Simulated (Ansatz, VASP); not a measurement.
## Al5GaN6: VASP beside Ansatz

```xyz
12
Lattice="2.9017 0.0000 0.0000 -1.4508 2.5129 0.0000 0.0000 0.0000 14.2255" Properties=species:S:1:pos:R:3 pbc="T T T"
Al    0.0000    0.0000    7.1127
Al    0.0000    1.6753    4.7656
Al    1.4508    0.8376    2.4183
Al    0.0000    1.6753   11.8072
Al    1.4508    0.8376    9.4599
Ga    0.0000    0.0000    0.0000
N     0.0000    1.6753    8.2862
N     1.4508    0.8376    5.9393
N     0.0000    0.0000    3.5928
N     0.0000    1.6753    1.2654
N     1.4508    0.8376   12.9601
N     0.0000    0.0000   10.6327
```

Alike in both runs: functional PBE; k mesh 6 × 6 × 2; occupations gaussian, width 0.1 eV; no spin polarisation.

Ansatz relaxed the structure, and its values are those at the end. VASP's run is a single point on that final structure, the one shown.

```csv
,VASP,Ansatz
version,VASP 6.6.1,Ansatz 0.2.0
potentials or method,"VASP PAW PBE potentials, release 64 (Al, Ga_d, N), cutoff 520 eV","scalar-relativistic, plane waves, PAW"
valence electrons in the cell,58,58
```

|  | VASP | Ansatz | Ansatz less VASP |
| --- | --- | --- | --- |
| gap on the k mesh at the Fermi level (eV) | 3.11 | 3.12 | +0.014 |
| least direct gap on the mesh (eV) | 3.88 | 3.90 | +0.018 |
| pressure (GPa) | 0.0 | 0.0 | +0.03 |
| rms of the force components (eV/Å) | 0.012 | 0.001 | -0.0112 |
